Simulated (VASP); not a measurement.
# H (P4mm) in VASP: single point with PBE

Aim: the single point of H with PBE.

Program: VASP 6.6.1. These are calculated values, not measurements. Logs are shortened: lines on timing, memory, paths and dates and some standing lists are left out, and cuts for length are marked.

### Step 1. The cell of the first run

Symmetry: P4mm, No. 99, tetragonal system. Conventional cell: a = 5.000 Å, b = 5.000 Å, c = 9.000 Å, α = 90.00°, β = 90.00°, γ = 90.00°. H (site symmetry 4mm) has 1 H at 2.20 Å within 2.9 Å. H (site symmetry 4mm) has 2 H at 2.10 to 2.20 Å within 2.8 Å. Within 2.8 Å of H (site symmetry 4mm) lie 1 H at 2.10 Å.

### Step 2. Single point, PBE, collinear spin

Contents of INCAR:

```
SYSTEM = H
PREC     = Accurate       ! precision mode
ENCUT    = 500            ! plane-wave cutoff, eV
EDIFF    = 1E-6           ! SCF threshold, eV
ISMEAR   = 0              ! smearing method
SIGMA    = 0.01           ! smearing width, eV
LREAL    = .FALSE.        ! projectors in reciprocal space
LASPH    = .TRUE.         ! aspherical terms in the spheres
NELM     = 200            ! most SCF steps
ALGO     = Normal         ! electronic algorithm
ISIF     = 2              ! what is computed and relaxed
LWAVE    = .FALSE.        ! write WAVECAR
LCHARG   = .TRUE.         ! write CHGCAR
ISPIN    = 2              ! spin polarisation
MAGMOM   = 0.333 0.333 0.333 ! initial moments
LORBIT   = 11             ! projections on sites
NUPDOWN  = 1.0            ! fixed moment
GGA      = PE             ! functional
LELF     = .TRUE.         ! ELF
LVHAR    = .TRUE.       
ISYM     = 0            
NBANDS   = 12             ! bands
GGA_COMPAT= .FALSE.
```

Contents of KPOINTS:

```
regular mesh
0
G
  1 1 1
  0 0 0
```

Contents of POSCAR:

```
H
1.0
    9.0000000000      0.0000000000      0.0000000000
    0.0000000000      5.0000000000      0.0000000000
    0.0000000000      0.0000000000      5.0000000000
H
3
Direct
    0.2555555556      0.5000000000      0.5000000000
    0.5000000000      0.5000000000      0.5000000000
    0.7333333333      0.5000000000      0.5000000000
```

Potentials or basis: VASP PAW PBE potentials, release 64 (H).

Run with:

```bash
$ cat potpaw_PBE.64/H/POTCAR > POTCAR
$ mpirun -np 1 vasp_gam > vasp.out
```

OUTCAR:

```text
SYSTEM = H
   PREC = Accurate
   ENCUT = 500
   EDIFF = 1E-6
   ISMEAR = 0
   LREAL = .FALSE.
   LASPH = .TRUE.
   NELM = 200
   ISIF = 2
   ISPIN = 2
   LORBIT = 11
   NUPDOWN = 1.0
   GGA = PE
   ISYM = 0

 ion  position               nearest neighbor table
   1  0.256  0.500  0.500-
   2  0.500  0.500  0.500-
   3  0.733  0.500  0.500-

IMPORTANT INFORMATION: All symmetrisations will be switched off!
NOSYMM: (Re-)initialisation of all symmetry stuff for point group C_1.

----------------------------------------------------------------------------------------

                                     Primitive cell

  volume of cell :     225.0000

  direct lattice vectors                    reciprocal lattice vectors
     9.000000000  0.000000000  0.000000000     0.111111111  0.000000000  0.000000000
     0.000000000  5.000000000  0.000000000     0.000000000  0.200000000  0.000000000
     0.000000000  0.000000000  5.000000000     0.000000000  0.000000000  0.200000000

  length of vectors
     9.000000000  5.000000000  5.000000000     0.111111111  0.200000000  0.200000000

  position of ions in fractional coordinates (direct lattice)
     0.255555556  0.500000000  0.500000000
     0.500000000  0.500000000  0.500000000
     0.733333333  0.500000000  0.500000000

  ion indices of the primitive-cell ions
   primitive index   ion index
                 1           1
                 2           2
                 3           3

----------------------------------------------------------------------------------------

 KPOINTS: regular mesh

Automatic generation of k-mesh.
 Grid dimensions read from file:
 generate k-points for:    1    1    1

 Generating k-lattice:

  Cartesian coordinates                     Fractional coordinates (reciprocal lattice)
     0.111111111  0.000000000  0.000000000     1.000000000  0.000000000  0.000000000
     0.000000000  0.200000000  0.000000000     0.000000000  1.000000000  0.000000000
     0.000000000  0.000000000  0.200000000     0.000000000  0.000000000  1.000000000

  Length of vectors
     0.111111111  0.200000000  0.200000000

  Shift w.r.t. Gamma in fractional coordinates (k-lattice)
     0.000000000  0.000000000  0.000000000

 Subroutine IBZKPT returns following result:
 ===========================================

 Found      1 irreducible k-points:

 Following reciprocal coordinates:
            Coordinates               Weight
  0.000000  0.000000  0.000000      1.000000
   k-points           NKPTS =      1   k-points in BZ     NKDIM =      1   number of bands    NBANDS=     12
   number of dos      NEDOS =    301   number of ions     NIONS =      3
   total plane-waves  NPLWV =  90720
   dimension x,y,z NGX =    70 NGY =   36 NGZ =   36
   dimension x,y,z NGXF=   140 NGYF=   72 NGZF=   72
   ions per type =               3
   NGX,Y,Z   is equivalent  to a cutoff of  12.93, 11.97, 11.97 a.u.
   NGXF,Y,Z  is equivalent  to a cutoff of  25.86, 23.94, 23.94 a.u.
 SYSTEM =  H
   PREC   = accura    normal or accurate (medium, high low for compatibility)
   ISTART =      0    job   : 0-new  1-cont  2-samecut
   ICHARG =      2    charge: 1-file 2-atom 10-const
   ISPIN  =      2    spin polarized calculation?
   LNONCOLLINEAR =      F non collinear calculations
   LSORBIT =      F    spin-orbit coupling
   LASPH  =      T    aspherical Exc in radial PAW
   ENCUT  =  500.0 eV  36.75 Ry    6.06 a.u.  16.41  9.12  9.12*2*pi/ulx,y,z
   NELM   =    200;   NELMIN=  2; NELMDL= -5     # of ELM steps
   EDIFF  = 0.1E-05   stopping-criterion for ELM
   LREAL  =      F    real-space projection
   EDIFFG = 0.1E-04   stopping-criterion for IOM
   NSW    =      0    number of steps for IOM
   IBRION =     -1    ionic relax: 0-MD 1-quasi-New 2-CG
   NFREE  =      0    steps in history (QN), initial steepest desc. (CG)
   ISIF   =      2    stress and relaxation
   ISYM   =      0    0-nonsym 1-usesym 2-fastsym
   POTIM  = 0.5000    time-step for ionic-motion
   TEBEG  =    0.0;   TEEND  =   0.0 temperature during run
   PSTRESS=    0.0 pullay stress
   NELECT =       3.0000    total number of electrons
   NUPDOWN=       1.0000    fix difference up-down
   EMIN   =  10.00;   EMAX   =-10.00  energy-range for DOS
   EFERMI =   0.00;   METHOD = LEGACY
   ISMEAR =     0;   SIGMA  =   0.01  broadening in eV -4-tet -1-fermi 0-gaus
   EFERMI_NEDOS =   21; number of points for ismear=-14 and -15
   IALGO  =     38    algorithm
   IMIX   =      4    mixing-type and parameters
     AMIX     =   0.40;   BMIX     =  1.00
     AMIX_MAG =   1.60;   BMIX_MAG =  1.00
  volume/ion in A,a.u.               =      75.00       506.12
  Fermi-wavevector in a.u.,A,eV,Ry     =   0.388199  0.733590  2.050377  0.150698
  Thomas-Fermi vector in A             =   1.328560
   LORBIT       =     11    0 simple, 1 ext, 2 COOP (PROOUT), +10 PAW based schemes
   GGA     = PE    functional components
   LHFCALC =     F    Hartree Fock is set to
   AEXX    =    0.0000 exact exchange contribution
   IVDW    =     0    specifies the selected vdW correction
   LEPSILON=     F    determine dielectric tensor
   LRPA    =     F    only Hartree local field effects (RPA)
 spin polarized calculation
 Gauss-broadening in eV      SIGMA  =   0.01
  energy-cutoff  :      500.00
  volume of cell :      225.00
 maximum number of plane-waves:      2847
 NGX is ok and might be reduce to    70
   NGX = 33   NGY = 19   NGZ = 19

 number of electron       3.0000000 magnetization       0.9999997

 Free energy of the ion-electron system (eV)
  ---------------------------------------------------
  ext. energy  EPLUGINS =         0.00000000
  ---------------------------------------------------
  free energy    TOTEN  =        -3.97949940 eV

  energy without entropy =       -3.97949940  energy(sigma->0) =       -3.97949940

 E-fermi :  -7.5232     XC(G=0):  -2.3147

 val. band max:       -7.4784811354   @ k =   0.0000   0.0000   0.0000
 cond. band min:      -3.0552120930   @ k =   0.0000   0.0000   0.0000
 fundamental gap:      4.4232690425
 Fermi energy:        -7.4164780279

 spin component 1

 k-point     1 :       0.0000    0.0000    0.0000
  band No.  band energies     occupation
      1      -7.8492      1.00000
      2      -7.4785      1.00000
      3      -3.0552      0.00000
      4      -0.2853      0.00000
      5       1.6872      0.00000
      6       1.8013      0.00000
      7       3.0982      0.00000
      8       3.0982      0.00000
      9       4.1872      0.00000
     10       4.1874      0.00000
     11       4.3850      0.00000
     12       4.3850      0.00000
 Fermi energy:        -7.5232327301

 spin component 2

 k-point     1 :       0.0000    0.0000    0.0000
  band No.  band energies     occupation
      1      -7.6099      1.00000
      2      -3.0183      0.00000
      3      -2.3080      0.00000
      4       1.1032      0.00000
      5       1.6317      0.00000
      6       3.0751      0.00000
      7       3.4452      0.00000
      8       3.4452      0.00000
      9       4.4905      0.00000
     10       5.1171      0.00000
     11       5.8519      0.00000
     12       5.8519      0.00000

------------------------ aborting loop because EDIFF is reached ----------------------------------------

  FORCE on cell =-STRESS in cart. coord.  units (eV):
  Direction    XX          YY          ZZ          XY          YZ          ZX
  --------------------------------------------------------------------------------------
  -------------------------------------------------------------------------------------
  Total       -2.8787784     -0.7529114     -0.7529114      0.0000000     -0.0000000     -0.0000000
  in kB      -20.4991710     -5.3613224     -5.3613223      0.0000001     -0.0000000     -0.0000002
  external PRESSURE =     -10.4072719 kB  Pullay stress =       0.0000000 kB

 VOLUME and BASIS-vectors are now :
 -----------------------------------------------------------------------------
  energy-cutoff  :      500.00
  volume of cell :      225.00
      direct lattice vectors                 reciprocal lattice vectors
     9.000000000  0.000000000  0.000000000     0.111111111  0.000000000  0.000000000
     0.000000000  5.000000000  0.000000000     0.000000000  0.200000000  0.000000000
     0.000000000  0.000000000  5.000000000     0.000000000  0.000000000  0.200000000

 POSITION                                       TOTAL-FORCE (eV/Angst)
 -----------------------------------------------------------------------------------
      2.30000      2.50000      2.50000         0.566367      0.000000     -0.000000
      4.50000      2.50000      2.50000         0.218358     -0.000000      0.000000
      6.60000      2.50000      2.50000        -0.784726      0.000000     -0.000000
 -----------------------------------------------------------------------------------
    total drift:                               -0.000288      0.000000     -0.000000

  FREE ENERGIE OF THE ION-ELECTRON SYSTEM (eV)
  ---------------------------------------------------
  free  energy   TOTEN  =        -3.9794993996 eV

  energy  without entropy=       -3.9794993996  energy(sigma->0) =       -3.97949940

 total charge

# of ion       s       p       d       tot
------------------------------------------
    1        0.362   0.000   0.000   0.362
    2        0.354   0.000   0.000   0.354
    3        0.360   0.000   0.000   0.360
--------------------------------------------------
tot          1.076   0.001   0.000   1.077

 magnetization (x)

# of ion       s       p       d       tot
------------------------------------------
    1        0.348  -0.000   0.000   0.347
    2       -0.306   0.000   0.000  -0.306
    3        0.336  -0.000   0.000   0.336
--------------------------------------------------
tot          0.378   0.000   0.000   0.378
```

Run time: 41 s. Hardware: 1 thread of Intel Xeon 8259CL, shared host; peak memory 0.32 GiB.

Results:

- Free energy: -3.9795 eV
- Pressure: -1.0 GPa
- Largest force: 0.785 eV/Å
- Net moment: 1.00 μB per cell
- Site moments: H +0.35, -0.31, +0.34 μB
- Valence electrons inside the program's atomic spheres: H 0.36, 0.35 (each value once)

Forces on the atoms (eV/Å):
```
H    0.566  0.000  0.000
H    0.218  0.000  0.000
H   -0.785  0.000  0.000
```

Stress tensor (GPa, compression positive):
```
-2.05  0.00  0.00
 0.00 -0.54  0.00
 0.00  0.00 -0.54
```

Caveat: the k points lie up to 1.26 Å⁻¹ apart, too coarse for converged energies, forces and pressures; the atoms stand far beyond bonding distance; the total moment is fixed, so each spin has its own Fermi level and the state may be an excited one.
